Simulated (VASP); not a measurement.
# MgB2 (P6/mmm) in VASP: further runs, part 2 of 2

VASP 6.6.1. The steps go on from the part before.

### 3 Single point, PBEsol

This run uses another cell than the first one, of 8.47 Å³/atom.

Input file INCAR:

```
SYSTEM = MgB2
PREC     = Accurate       ! precision mode
ENCUT    = 520            ! plane-wave cutoff, eV
EDIFF    = 1E-6           ! SCF threshold, eV
ISMEAR   = -1             ! smearing method
SIGMA    = 0.05           ! smearing width, eV
LREAL    = .FALSE.        ! projectors in reciprocal space
LASPH    = .TRUE.         ! aspherical terms in the spheres
NELM     = 80             ! most SCF steps
ALGO     = Normal         ! electronic algorithm
ISIF     = 2              ! what is computed and relaxed
LWAVE    = .FALSE.        ! write WAVECAR
LCHARG   = .FALSE.        ! write CHGCAR
GGA      = PS             ! functional
NBANDS   = 11             ! bands
```

Input file KPOINTS:

```
Automatic mesh
0
G
  10 10 8
  0 0 0
```

Input file POSCAR:

```
MgB2
1.0
    2.9822367323      0.0000000000      0.0000000000
   -1.4911183661      2.5826927703      0.0000000000
    0.0000000000      0.0000000000      3.2994988372
Mg B
1 2
Direct
    0.0000000000      0.0000000000      0.0000000000
    0.6666666667      0.3333333333      0.5000000000
    0.3333333333      0.6666666667      0.5000000000
```

Potentials or basis: VASP PAW PBE potentials, release 64 (Mg, B).

Command:

```sh
> cat potpaw_PBE.64/Mg/POTCAR potpaw_PBE.64/B/POTCAR > POTCAR
> mpirun -np 1 vasp_std > vasp.out
```

It took 7.4 s on 1 thread of Intel Xeon 6975P-C (Granite Rapids), shared host; peak memory 0.15 GiB.

It converged, with:

```
Free energy            : -16.0499 eV
Pressure               : 20.2 GPa
Band gap on the k mesh : zero (bands 4 and 5 overlap by 3.00 eV)
```

Stress tensor (GPa, compression positive):
```
20.28  0.00  0.00
 0.00 20.28  0.00
 0.00  0.00 20.03
```

Levels at points of the mesh, in eV from the Fermi level:
```
           k point  band 1  band 2  band 3  band 4  band 5  band 6  band 7  band 8
(0.00, 0.00, 0.00)  -13.25   -2.89    0.26    0.26    2.42    6.49    6.49    8.99
(0.50, 0.00, 0.00)   -9.04   -8.49   -2.49    0.35    3.56    3.87    6.36    8.66
(0.00, 0.00, 0.50)  -11.64   -8.07    0.78    0.78    6.80    6.80    8.32   11.52
(0.50, 0.00, 0.50)   -7.80   -7.37   -4.02   -2.14   -1.51    6.34    9.50    9.78
```

Caveat: the cell stands under pressure; the PAW data sets were made with another functional, which shifts forces and pressure a little.

### 4 Single point, PBEsol

This run uses another cell than the first one, of 9.17 Å³/atom.

Input file INCAR:

```
PREC = Accurate
ENCUT = 520
EDIFF = 1E-6
ISMEAR = -1
SIGMA = 0.05
LREAL = F
LASPH = T
NELM = 60
ALGO = Normal
ISIF = 2
LWAVE = F
LCHARG = F
GGA = PS
NBANDS = 11
```

Input file KPOINTS:

```
Automatic mesh
0
Gamma
  10 10 8
```

Input file POSCAR:

```
MgB2
1.0
    3.0443068486      0.0000000000      0.0000000000
   -1.5221534243      2.6364470678      0.0000000000
    0.0000000000      0.0000000000      3.4276268989
Mg B
1 2
Direct
    0.0000000000      0.0000000000      0.0000000000
    0.6666666667      0.3333333333      0.5000000000
    0.3333333333      0.6666666667      0.5000000000
```

Command:

```sh
> cat potpaw_PBE.64/Mg/POTCAR potpaw_PBE.64/B/POTCAR > POTCAR
> mpirun -np 1 vasp_std > vasp.out
```

It took 6.8 s on 1 thread of Intel Xeon 6975P-C (Granite Rapids), shared host; peak memory 0.15 GiB.

The run converged. Its results:

- Free energy: -16.2098 eV
- Pressure: 5.0 GPa
- Band gap on the k mesh: zero (bands 4 and 5 overlap by 2.69 eV)

Stress tensor (GPa, compression positive):
```
5.12 0.00 0.00
0.00 5.12 0.00
0.00 0.00 4.89
```

Levels at points of the mesh, in eV from the Fermi level:
| k point | band 1 | band 2 | band 3 | band 4 | band 5 | band 6 | band 7 | band 8 | band 9 |
| --- | --- | --- | --- | --- | --- | --- | --- | --- | --- |
| (0.00, 0.00, 0.00) | -12.77 | -2.95 | 0.30 | 0.30 | 1.93 | 6.32 | 6.32 | 8.41 | 10.28 |
| (0.50, 0.00, 0.00) | -8.76 | -8.13 | -2.33 | 0.24 | 3.23 | 3.80 | 5.69 | 7.67 | 13.09 |
| (0.00, 0.00, 0.50) | -11.36 | -7.73 | 0.73 | 0.73 | 6.65 | 6.65 | 8.05 | 10.48 | 10.73 |
| (0.50, 0.00, 0.50) | -7.66 | -7.13 | -3.79 | -2.01 | -1.43 | 5.89 | 9.06 | 9.09 | 13.87 |

Caveat: the cell stands under pressure; the PAW data sets were made with another functional, which shifts forces and pressure a little.

### 5 Single point, PBEsol

This run uses another cell than the first one, of 8.91 Å³/atom.

Input file INCAR:

```
SYSTEM = MgB2
  ALGO = Normal
  EDIFF = 1E-7
  ENCUT = 520
  GGA = PS
  ISIF = 2
  ISMEAR = -1
  LASPH = .True.
  LCHARG = .False.
  LREAL = .False.
  LWAVE = .False.
  NBANDS = 11
  NELM = 60
  PREC = Accurate
  SIGMA = 0.05
```

Input file KPOINTS:

```
k-points
0
Gamma
  10 10 8
  0 0 0
```

Input file POSCAR:

```
MgB2
1.0
    3.0218205430      0.0000000000      0.0000000000
   -1.5109102715      2.6169733559      0.0000000000
    0.0000000000      0.0000000000      3.3796113682
Mg B
1 2
Direct
    0.0000000000      0.0000000000      0.0000000000
    0.6666666667      0.3333333333      0.5000000000
    0.3333333333      0.6666666667      0.5000000000
```

Potentials or basis: VASP PAW PBE potentials, release 64 (Mg, B).

Command:

```sh
> cat potpaw_PBE.64/Mg/POTCAR potpaw_PBE.64/B/POTCAR > POTCAR
> mpirun -np 1 vasp_std > vasp.out
```

OUTCAR:

```text
SYSTEM = MgB2
   EDIFF = 1E-7
   ENCUT = 520
   GGA = PS
   ISIF = 2
   ISMEAR = -1
   LASPH = .True.
   LREAL = .False.
   NELM = 60
   PREC = Accurate

 ion  position               nearest neighbor table
   1  0.000  0.000  0.000-   2 2.43   3 2.43   2 2.43   3 2.43   3 2.43   3 2.43   2 2.43   2 2.43
                             2 2.43   2 2.43   3 2.43   3 2.43
   2  0.667  0.333  0.500-   3 1.74   3 1.74   3 1.74   1 2.43   1 2.43   1 2.43   1 2.43   1 2.43
                             1 2.43
   3  0.333  0.667  0.500-   2 1.74   2 1.74   2 1.74   1 2.43   1 2.43   1 2.43   1 2.43   1 2.43
                             1 2.43

  LATTYP: Found a hexagonal cell.
 ALAT       =     3.0218205430
 C/A-ratio  =     1.1184024068

  Lattice vectors:

 A1 = (   3.0218205430,   0.0000000000,   0.0000000000)
 A2 = (  -1.5109102715,   2.6169733559,   0.0000000000)
 A3 = (   0.0000000000,   0.0000000000,   3.3796113682)

Analysis of symmetry for initial positions (statically):
=====================================================================
 Subroutine PRICEL returns:
 Original cell was already a primitive cell.

 Routine SETGRP: Setting up the symmetry group for a
 hexagonal supercell.

 Subroutine GETGRP returns: Found 24 space group operations
[... 184 lines left out ...]
      9      16.3646      0.00000
     10      19.0398      0.00000
     11      22.7315      0.00000
[... 309 lines left out ...]
 k-point    24 :       0.4000    0.1000    0.1250
  band No.  band energies     occupation
      1      -3.3142      2.00000
      2      -1.5401      2.00000
      3       2.7985      2.00000
      4       5.1955      2.00000
      5       8.1833      0.00000
      6      11.2121      0.00000
      7      12.8917      0.00000
      8      14.9422      0.00000
      9      16.6737      0.00000
     10      20.1114      0.00000
     11      20.8941      0.00000

 [... further k-points ...]

------------------------ aborting loop because EDIFF is reached ----------------------------------------

  FORCE on cell =-STRESS in cart. coord.  units (eV):
  Direction    XX          YY          ZZ          XY          YZ          ZX
  --------------------------------------------------------------------------------------
  -------------------------------------------------------------------------------------
  Total        1.6969602      1.6969602      1.6605977     -0.0000000     -0.0000000     -0.0000000
  in kB      101.7296413    101.7296413     99.5497720     -0.0000000     -0.0000000     -0.0000000
  external PRESSURE =     101.0030182 kB  Pullay stress =       0.0000000 kB

 VOLUME and BASIS-vectors are now :
 -----------------------------------------------------------------------------
  energy-cutoff  :      520.00
  volume of cell :       26.73
      direct lattice vectors                 reciprocal lattice vectors
     3.021820543  0.000000000  0.000000000     0.330926336  0.191060409  0.000000000
    -1.510910272  2.616973356  0.000000000     0.000000000  0.382120818  0.000000000
     0.000000000  0.000000000  3.379611368     0.000000000  0.000000000  0.295892010

 POSITION                                       TOTAL-FORCE (eV/Angst)
 -----------------------------------------------------------------------------------
      0.00000      0.00000      0.00000        -0.000000     -0.000000      0.000000
      1.51091      0.87232      1.68981        -0.000000      0.000000      0.000000
     -0.00000      1.74465      1.68981         0.000000     -0.000000     -0.000000
 -----------------------------------------------------------------------------------
    total drift:                                0.000000     -0.000000      0.000000

  FREE ENERGIE OF THE ION-ELECTRON SYSTEM (eV)
  ---------------------------------------------------
  free  energy   TOTEN  =       -16.1727768513 eV

  energy  without entropy=      -16.1668706537  energy(sigma->0) =      -16.16982375
```

Run time: 7.9 s. Hardware: 1 thread of Intel Xeon 6975P-C (Granite Rapids), shared host; peak memory 0.15 GiB.

Results:

```yaml
Free_energy: -16.1728 eV
Pressure: 10.1 GPa
Band_gap_on_the_k_mesh: zero (bands 4 and 5 overlap by 2.80 eV)
```

Stress tensor (GPa, compression positive):
```
10.17  0.00  0.00
 0.00 10.17  0.00
 0.00  0.00  9.95
```

Caveat: the cell stands under pressure; the PAW data sets were made with another functional, which shifts forces and pressure a little.

### 6 Summary

| cell | gap on the mesh (eV) | pressure (GPa) |
| --- | --- | --- |
| a = 2.948, b = 2.948, c = 3.234 Å, angles 90.0, 90.0, 120.0°, 3 atoms | none | 30.3 |
| a = 2.982, b = 2.982, c = 3.299 Å, angles 90.0, 90.0, 120.0°, 3 atoms | none | 20.2 |
| a = 3.044, b = 3.044, c = 3.428 Å, angles 90.0, 90.0, 120.0°, 3 atoms | none | 5.0 |
| a = 3.022, b = 3.022, c = 3.380 Å, angles 90.0, 90.0, 120.0°, 3 atoms | none | 10.1 |

Alike in all rows: task single point; level PBEsol; potentials or basis VASP PAW PBE potentials, release 64 (Mg, B); no spin polarisation; k mesh 10 × 10 × 8; cutoff (eV) 520; smearing fermi-dirac 0.05 eV.

Caveats: the cell stands under pressure; the PAW data sets were made with another functional, which shifts forces and pressure a little.

Absolute energies hang on the potentials; compare differences alone.
